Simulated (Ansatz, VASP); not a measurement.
# LiCl: VASP beside Ansatz

File POSCAR:

```
LiCl
1.0
    0.0000000000      2.6061680944      2.6061680944
    2.6061680944      0.0000000000      2.6061680944
    2.6061680944      2.6061680944      0.0000000000
Li Cl
1 1
Direct
    0.0000000000      0.0000000000      0.0000000000
    0.5000000000      0.5000000000      0.5000000000
```

The input INCAR.step1:

```
  PREC = Accurate
  ENCUT = 520
  ISMEAR = 0
  SIGMA = 0.01
  LREAL = F
  LASPH = T
  NELM = 100
  NBANDS = 12
  GGA = PE
  ALGO = Normal
  EDIFF = 1E-4
  LWAVE = T
  LCHARG = F
```

Contents of INCAR.step2:

```
  PREC = Accurate
  ENCUT = 520
  EDIFF = 1E-7
  ISMEAR = 0
  SIGMA = 0.01
  LREAL = F
  LASPH = T
  NELM = 100
  ALGO = Normal
  ISIF = 2
  LWAVE = F
  LCHARG = F
  METAGGA = R2SCAN
  LMIXTAU = T
  NBANDS = 12
  ISTART = 1
```

File KPOINTS:

```
regular mesh
0
Gamma
  8 8 8
```

Input for Ansatz:

```yaml
crystal:
  lattice:
    - [0.0, 2.6061680944, 2.6061680944]
    - [2.6061680944, 0.0, 2.6061680944]
    - [2.6061680944, 2.6061680944, 0.0]
  atoms:
    - { symbol: Li, position: [0.0, 0.0, 0.0] }
    - { symbol: Cl, position: [0.5, 0.5, 0.5] }
kpoints:
  mp_grid: { grid: [8, 8, 8] }
hamiltonian:
  xc: r2scan
scf:
  occupations: { method: fixed }
  n_extra_bands: 4
output:
  forces: true
  stress: true
  eigenvalues: true
```

Alike in both runs: task single point; functional r2SCAN; k mesh 8 × 8 × 8; no spin polarisation.

|  | VASP | Ansatz |
| --- | --- | --- |
| version | VASP 6.6.1 | Ansatz 0.2.0 |
| potentials or method | VASP PAW PBE potentials, release 64 (Li_sv, Cl) | plane waves, PAW |
| plane-wave cutoff (eV) | 520 | 500 |
| occupations | gaussian, width 0.01 eV | fixed |
| valence electrons in the cell | 10 | 10 |

|  | VASP | Ansatz | Ansatz less VASP |
| --- | --- | --- | --- |
| gap on the k mesh at the Fermi level (eV) | 7.01 | 6.94 | -0.070 |

VASP's potentials were made for PBE, not for r2SCAN.

Noted on VASP's run: the cutoff is short for stress, so the pressure is rough.
